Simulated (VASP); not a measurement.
# SnI4O12 (P-1) in VASP: notebook

The runs below take SnI4O12 through single point, with PBE.

Everything below comes from runs of VASP 6.6.1. Logs are shortened: lines on timing, memory, paths and dates and some standing lists are left out, and cuts for length are marked.

## Step 1: The cell of the first run

The typed cell holds 17 atoms: a = 4.972 Å, b = 6.174 Å, c = 8.244 Å, α = 87.68°, β = 88.65°, γ = 89.03°.

## Step 2: Single point, PBE (14.87 Å³/atom)

File INCAR:

```
SYSTEM = SnI4O12
PREC = Accurate ; ENCUT = 520
EDIFF = 1E-7 ; ISMEAR = -1
SIGMA = 0.02 ; LREAL = Auto
LASPH = .TRUE. ; NELM = 60
ALGO = Normal ; ISIF = 2
LWAVE = .FALSE. ; LCHARG = .FALSE.
GGA = PE ; NBANDS = 71
```

File KPOINTS:

```
Automatic mesh
0
G
  4 4 3
  0 0 0
```

File POSCAR:

```
SnI4O12
1.0
    4.9718614026      0.0000000000      0.0000000000
    0.1044166945      6.1734422121      0.0000000000
    0.1946659918      0.3304903364      8.2354012140
Sn I O
1 4 12
Direct
    0.0000000000      0.0000000000      0.5000000000
    0.5043999153      0.7747759059      0.2330235904
    0.4956000847      0.2252240941      0.7669764096
    0.9867145228      0.7023411026      0.8445738357
    0.0132854772      0.2976588974      0.1554261643
    0.7962126688      0.9539869532      0.2895521095
    0.2037873312      0.0460130468      0.7104478905
    0.3150347762      0.7969786993      0.4288386379
    0.6849652238      0.2030213007      0.5711613621
    0.8444871446      0.7401573433      0.6356711633
    0.1555128554      0.2598426567      0.3643288367
    0.8298431497      0.4315671341      0.8869943458
    0.1701568503      0.5684328659      0.1130056542
    0.6664305469      0.5212116165      0.2877641329
    0.3335694531      0.4787883835      0.7122358671
    0.7239635569      0.8631539616      0.9463781397
    0.2760364431      0.1368460384      0.0536218603
```

Potentials or basis: VASP PAW PBE potentials, release 64 (Sn_d, I, O).

Launch:

```bash
> cat potpaw_PBE.64/Sn_d/POTCAR potpaw_PBE.64/I/POTCAR potpaw_PBE.64/O/POTCAR > POTCAR
> mpirun -np 1 vasp_std > vasp.out
```

OUTCAR:

```text
SYSTEM = SnI4O12
   PREC = Accurate
   ENCUT = 520
   EDIFF = 1E-7
   ISMEAR = -1
   LREAL = Auto
   LASPH = .TRUE.
   NELM = 60
   ISIF = 2
   GGA = PE

 ion  position               nearest neighbor table
   1  0.000  0.000  0.500-   6 2.06   7 2.06  10 2.07  11 2.07   8 2.08   9 2.08   4 3.32   5 3.32
                             2 3.60   3 3.60
   2  0.504  0.775  0.233-  14 1.79   8 1.86   6 1.92  13 2.37  16 2.62   1 3.60
   3  0.496  0.225  0.767-  15 1.79   9 1.86   7 1.92  12 2.37  17 2.62   1 3.60
   4  0.987  0.702  0.845-  16 1.84  12 1.87  10 1.88  15 2.45  13 2.52   7 2.59   1 3.32   5 3.51

   5  0.013  0.298  0.155-  17 1.84  13 1.87  11 1.88  14 2.45  12 2.52   6 2.59   1 3.32   4 3.51

   6  0.796  0.954  0.290-   2 1.92   1 2.06   5 2.59
   7  0.204  0.046  0.710-   3 1.92   1 2.06   4 2.59
   8  0.315  0.797  0.429-   2 1.86   1 2.08
   9  0.685  0.203  0.571-   3 1.86   1 2.08
  10  0.844  0.740  0.636-   4 1.88   1 2.07
  11  0.156  0.260  0.364-   5 1.88   1 2.07
  12  0.830  0.432  0.887-   4 1.87   3 2.37   5 2.52
  13  0.170  0.568  0.113-   5 1.87   2 2.37   4 2.52
  14  0.666  0.521  0.288-   2 1.79   5 2.45
  15  0.334  0.479  0.712-   3 1.79   4 2.45
  16  0.724  0.863  0.946-   4 1.84   2 2.62
  17  0.276  0.137  0.054-   5 1.84   3 2.62

  LATTYP: Found a triclinic cell.
 ALAT       =     7.8615142773
 B/A-ratio  =     0.6324304997
 C/A-ratio  =     1.2844882622
 COS(alpha) =     0.0089373236
 COS(beta)  =     0.4599113693
 COS(gamma) =     0.6191484918

  Lattice vectors:

 A1 = (   4.8674447081,  -6.1734422121,   0.0000000000)
 A2 = (   4.9718614026,   0.0000000000,   0.0000000000)
 A3 = (   0.0902492973,  -5.8429518757,   8.2354012140)

Analysis of symmetry for initial positions (statically):
=====================================================================
 Subroutine PRICEL returns:
 Original cell was already a primitive cell.

 Routine SETGRP: Setting up the symmetry group for a
 triclinic supercell.

 Subroutine GETGRP returns: Found  2 space group operations
 (whereof  2 operations were pure point group operations)
 out of a pool of  2 trial point group operations.

The static configuration has the point symmetry S_2 .

Analysis of symmetry for dynamics (positions and initial velocities):
=====================================================================
 Subroutine PRICEL returns:
 Original cell was already a primitive cell.

 Routine SETGRP: Setting up the symmetry group for a
 triclinic supercell.

 Subroutine GETGRP returns: Found  2 space group operations
 (whereof  2 operations were pure point group operations)
 out of a pool of  2 trial point group operations.

The dynamic configuration has the point symmetry S_2 .

 Subroutine INISYM returns: Found  2 space group operations
 (whereof  2 operations are pure point group operations),
 and found     1 'primitive' translations

----------------------------------------------------------------------------------------

                                     Primitive cell

  volume of cell :     252.7733

  direct lattice vectors                    reciprocal lattice vectors
     4.971861403  0.000000000  0.000000000     0.201131914 -0.003401916 -0.004617777
     0.104416695  6.173442212  0.000000000     0.000000000  0.161984184 -0.006500498
     0.194665992  0.330490336  8.235401214     0.000000000  0.000000000  0.121426992

  length of vectors
     4.971861403  6.174325193  8.244328467     0.201213677  0.162114566  0.121426992

  position of ions in fractional coordinates (direct lattice)
     0.000000000  0.000000000  0.500000000
     0.504399915  0.774775906  0.233023590
     0.495600085  0.225224094  0.766976410
     0.986714523  0.702341103  0.844573836
     0.013285477  0.297658897  0.155426164
     0.796212669  0.953986953  0.289552110
[... 9 lines left out ...]
     0.723963557  0.863153962  0.946378140
     0.276036443  0.136846038  0.053621860

  ion indices of the primitive-cell ions
   primitive index   ion index
                 1           1
                 2           2
                 3           3
                 4           4
                 5           5
                 6           6
[... 9 lines left out ...]
                16          16
                17          17

----------------------------------------------------------------------------------------

 KPOINTS: Automatic mesh

Automatic generation of k-mesh.
 Grid dimensions read from file:
 generate k-points for:    4    4    3

 Generating k-lattice:

  Cartesian coordinates                     Fractional coordinates (reciprocal lattice)
     0.050282978 -0.000850479 -0.001154444     0.250000000  0.000000000  0.000000000
     0.000000000  0.040496046 -0.001625124     0.000000000  0.250000000  0.000000000
     0.000000000  0.000000000  0.040475664     0.000000000  0.000000000  0.333333333

  Length of vectors
     0.050303419  0.040528641  0.040475664

  Shift w.r.t. Gamma in fractional coordinates (k-lattice)
     0.000000000  0.000000000  0.000000000

 Subroutine IBZKPT returns following result:
 ===========================================

 Found     26 irreducible k-points:

 Following reciprocal coordinates:
            Coordinates               Weight
  0.000000  0.000000  0.000000      1.000000
  0.250000  0.000000  0.000000      2.000000
  0.500000  0.000000  0.000000      1.000000
  0.000000  0.250000  0.000000      2.000000
  0.250000  0.250000  0.000000      2.000000
  0.500000  0.250000  0.000000      2.000000
[... 16 lines left out ...]
  0.000000 -0.250000  0.333333      2.000000
  0.250000 -0.250000  0.333333      2.000000
 [... further k-points ...]
   k-points           NKPTS =     26   k-points in BZ     NKDIM =     26   number of bands    NBANDS=     71
   number of dos      NEDOS =    301   number of ions     NIONS =     17
   total plane-waves  NPLWV = 122880
   dimension x,y,z NGX =    40 NGY =   48 NGZ =   64
   dimension x,y,z NGXF=    80 NGYF=   96 NGZF=  128
   ions per type =               1   4  12
   NGX,Y,Z   is equivalent  to a cutoff of  13.37, 12.92, 12.91 a.u.
   NGXF,Y,Z  is equivalent  to a cutoff of  26.75, 25.85, 25.81 a.u.
 SYSTEM =  SnI4O12
   PREC   = accura    normal or accurate (medium, high low for compatibility)
   ISTART =      0    job   : 0-new  1-cont  2-samecut
   ICHARG =      2    charge: 1-file 2-atom 10-const
   ISPIN  =      1    spin polarized calculation?
   LNONCOLLINEAR =      F non collinear calculations
   LSORBIT =      F    spin-orbit coupling
   LASPH  =      T    aspherical Exc in radial PAW
   ENCUT  =  520.0 eV  38.22 Ry    6.18 a.u.   9.24 11.48 15.33*2*pi/ulx,y,z
   NELM   =     60;   NELMIN=  2; NELMDL= -5     # of ELM steps
   EDIFF  = 0.1E-06   stopping-criterion for ELM
   LREAL  =      T    real-space projection
   EDIFFG = 0.1E-05   stopping-criterion for IOM
   NSW    =      0    number of steps for IOM
   IBRION =     -1    ionic relax: 0-MD 1-quasi-New 2-CG
   NFREE  =      0    steps in history (QN), initial steepest desc. (CG)
   ISIF   =      2    stress and relaxation
   ISYM   =      2    0-nonsym 1-usesym 2-fastsym
   POTIM  = 0.5000    time-step for ionic-motion
   TEBEG  =    0.0;   TEEND  =   0.0 temperature during run
   PSTRESS=    0.0 pullay stress
   NELECT =     114.0000    total number of electrons
   NUPDOWN=      -1.0000    fix difference up-down
   EMIN   =  10.00;   EMAX   =-10.00  energy-range for DOS
   EFERMI =   0.00;   METHOD = LEGACY
   ISMEAR =    -1;   SIGMA  =   0.02  broadening in eV -4-tet -1-fermi 0-gaus
   EFERMI_NEDOS =   21; number of points for ismear=-14 and -15
   IALGO  =     38    algorithm
   IMIX   =      4    mixing-type and parameters
     AMIX     =   0.40;   BMIX     =  1.00
     AMIX_MAG =   1.60;   BMIX_MAG =  1.00
  volume/ion in A,a.u.               =      14.87       100.34
  Fermi-wavevector in a.u.,A,eV,Ry     =   1.255450  2.372456 21.444884  1.576155
  Thomas-Fermi vector in A             =   2.389206
   LORBIT       =      0    0 simple, 1 ext, 2 COOP (PROOUT), +10 PAW based schemes
   GGA     = PE    functional components
   LHFCALC =     F    Hartree Fock is set to
   AEXX    =    0.0000 exact exchange contribution
   IVDW    =     0    specifies the selected vdW correction
   LEPSILON=     F    determine dielectric tensor
   LRPA    =     F    only Hartree local field effects (RPA)
 non-spin polarized calculation
  energy-cutoff  :      520.00
  volume of cell :      252.77
 maximum number of plane-waves:      6830
 NGX is ok and might be reduce to    40
   NGX = 19   NGY = 23   NGZ = 31

 number of electron     114.0000003 magnetization

 Free energy of the ion-electron system (eV)
  ---------------------------------------------------
  ext. energy  EPLUGINS =         0.00000000
  ---------------------------------------------------
  free energy    TOTEN  =       -77.69189333 eV

  energy without entropy =      -77.69189333  energy(sigma->0) =      -77.69189333

 E-fermi :   4.1063     XC(G=0):  -9.7700

 val. band max:        3.6170527694   @ k =   0.0000   0.5000   0.3333
 cond. band min:       6.3841332344   @ k =   0.2500   0.5000   0.0000
 fundamental gap:      2.7670804651
 Fermi energy:         4.1062560070

 k-point     1 :       0.0000    0.0000    0.0000
  band No.  band energies     occupation
      1     -17.3591      2.00000
      2     -17.2739      2.00000
      3     -16.9496      2.00000
      4     -16.6555      2.00000
      5     -16.6445      2.00000
      6     -16.6291      2.00000
[... 61 lines left out ...]
     68       9.8059      0.00000
     69      10.4511      0.00000

 k-point     2 :       0.2500    0.0000    0.0000
  band No.  band energies     occupation
      1     -17.3714      2.00000
      2     -17.3469      2.00000
      3     -16.8352      2.00000
      4     -16.6529      2.00000
      5     -16.6318      2.00000
      6     -16.6169      2.00000
[... 1573 lines left out ...]
     68       9.7458      0.00000
     69      10.1178      0.00000

 k-point    24 :       0.2500   -0.2500    0.3333
  band No.  band energies     occupation
      1     -17.3718      2.00000
      2     -17.3482      2.00000
      3     -16.7429      2.00000
      4     -16.6524      2.00000
      5     -16.6367      2.00000
      6     -16.6149      2.00000
[... 61 lines left out ...]
     68       9.6296      0.00000
     69       9.9596      0.00000

 [... further k-points ...]

 [bands above 69 left out]

------------------------ aborting loop because EDIFF is reached ----------------------------------------

  FORCE on cell =-STRESS in cart. coord.  units (eV):
  Direction    XX          YY          ZZ          XY          YZ          ZX
  --------------------------------------------------------------------------------------
  -------------------------------------------------------------------------------------
  Total        6.8490083      6.3505095      7.4481704     -0.1989586     -0.2555210      0.1778565
  in kB       43.4117321     40.2520489     47.2094587     -1.2610788     -1.6195938      1.1273252
  external PRESSURE =      43.6244132 kB  Pullay stress =       0.0000000 kB

 VOLUME and BASIS-vectors are now :
 -----------------------------------------------------------------------------
  energy-cutoff  :      520.00
  volume of cell :      252.77
      direct lattice vectors                 reciprocal lattice vectors
     4.971861403  0.000000000  0.000000000     0.201131914 -0.003401916 -0.004617777
     0.104416695  6.173442212  0.000000000     0.000000000  0.161984184 -0.006500498
     0.194665992  0.330490336  8.235401214     0.000000000  0.000000000  0.121426992

 POSITION                                       TOTAL-FORCE (eV/Angst)
 -----------------------------------------------------------------------------------
      0.09733      0.16525      4.11770         0.000000     -0.000000      0.000000
      2.63407      4.86005      1.91904         0.012825      0.003689      0.010206
      2.63688      1.64389      6.31636        -0.012825     -0.003689     -0.010206
      5.14355      4.61499      6.95540        -0.009531     -0.009353     -0.013108
      0.12739      1.88895      1.28000         0.009531      0.009353      0.013108
      4.11464      5.98508      2.38458        -0.064910     -0.040532     -0.033277
[... 9 lines left out ...]
      3.87380      5.64140      7.79380         0.013006     -0.030854     -0.019785
      1.39714      0.86253      0.44160        -0.013006      0.030854      0.019785
 -----------------------------------------------------------------------------------
    total drift:                               -0.000000     -0.000000      0.000000

  FREE ENERGIE OF THE ION-ELECTRON SYSTEM (eV)
  ---------------------------------------------------
  free  energy   TOTEN  =       -77.6918933307 eV

  energy  without entropy=      -77.6918933307  energy(sigma->0) =      -77.69189333
```

Run time: 20 min. Hardware: 1 thread of Intel Xeon 8259CL, shared host; peak memory 0.51 GiB.

What came out:

| Quantity | Value |
| --- | --- |
| Free energy | -77.6919 eV |
| Pressure | 4.4 GPa |
| Largest force | 0.095 eV/Å |
| Band gap on the k mesh | 2.77 eV (least direct gap 2.96 eV) |

Forces in eV/Å, atoms in the order of the input:
```
Sn   0.000  0.000  0.000
I    0.013  0.004  0.010
I   -0.013 -0.004 -0.010
I   -0.010 -0.009 -0.013
I    0.010  0.009  0.013
O   -0.065 -0.041 -0.033
O    0.065  0.041  0.033
O    0.063 -0.033 -0.055
O   -0.063  0.033  0.055
O   -0.010 -0.042  0.084
O    0.010  0.042 -0.084
O    0.000  0.042 -0.013
O    0.000 -0.042  0.013
O   -0.001  0.030 -0.005
O    0.001 -0.030  0.005
O    0.013 -0.031 -0.020
O   -0.013  0.031  0.020
```

Caveat: the cell stands under pressure; spin-orbit coupling is left out, which moves the levels of the heavy elements. A k mesh can miss the band edges.

(Part 1 of 2 ends here.)
